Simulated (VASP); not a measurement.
Here is a VASP 6.6.1 calculation.

Contents of POSCAR:

```
SiC
1.0
    0.0000000000      2.1790000000      2.1790000000
    2.1790000000      0.0000000000      2.1790000000
    2.1790000000      2.1790000000      0.0000000000
Si C
1 1
Direct
    0.0000000000      0.0000000000      0.0000000000
    0.2500000000      0.2500000000      0.2500000000
```

The input INCAR.step1:

```
SYSTEM = SiC
ALGO = Normal
EDIFF = 1E-8
ENCUT = 500
GGA = PE
ISMEAR = 0
LASPH = .True.
LCHARG = .False.
LREAL = .False.
LWAVE = .True.
NELM = 80
PREC = Accurate
SIGMA = 0.01
```

Contents of INCAR.step2:

```
SYSTEM = SiC
ALGO = Exact
EDIFF = 1E-8
ENCUT = 500
GGA = PE
ISMEAR = 0
ISTART = 1
LASPH = .True.
LCHARG = .False.
LOPTICS = .True.
LREAL = .False.
LWAVE = .True.
NBANDS = 404
NELM = 1
PREC = Accurate
SIGMA = 0.01
```

INCAR.step3

```
SYSTEM = SiC
ALGO = EVGW0
EDIFF = 1E-8
ENCUT = 500
ENCUTGW = 200
GGA = PE
ISMEAR = 0
ISTART = 1
LASPH = .True.
LCHARG = .False.
LREAL = .False.
LWAVE = .False.
NBANDS = 404
NBANDSGW = 12
NELMGW = 1
NOMEGA = 96
OMEGAMAX = 30
PREC = Accurate
PRECFOCK = Fast
SIGMA = 0.01
```

File KPOINTS:

```
k-points
0
Gamma
  2 2 2
  0 0 0
```

Potentials or basis: VASP PAW PBE potentials, release 64 (Si_GW, C_GW).

Run with:

```sh
$ cat potpaw_PBE.64/Si_GW/POTCAR potpaw_PBE.64/C_GW/POTCAR > POTCAR
$ cp INCAR.step1 INCAR
$ mpirun -np 1 vasp_std > vasp.out
$ cp INCAR.step2 INCAR
$ mpirun -np 1 vasp_std > vasp.out
$ cp INCAR.step3 INCAR
$ mpirun -np 1 vasp_std > vasp.out
```

Problem. Predict the quasiparticle gap.

Solution. 1.54 eV.

Problem. Predict the least direct quasiparticle gap.

Solution. 5.11 eV.

Problem. Predict the least direct gap of the starting levels on the mesh.

Solution. 4.30 eV.

Caveat: the k points lie up to 1.25 Å⁻¹ apart, too coarse for converged energies, forces and pressures; bands, screening cutoff and mesh are small and nothing is extrapolated, so the quasiparticle values aren't converged.
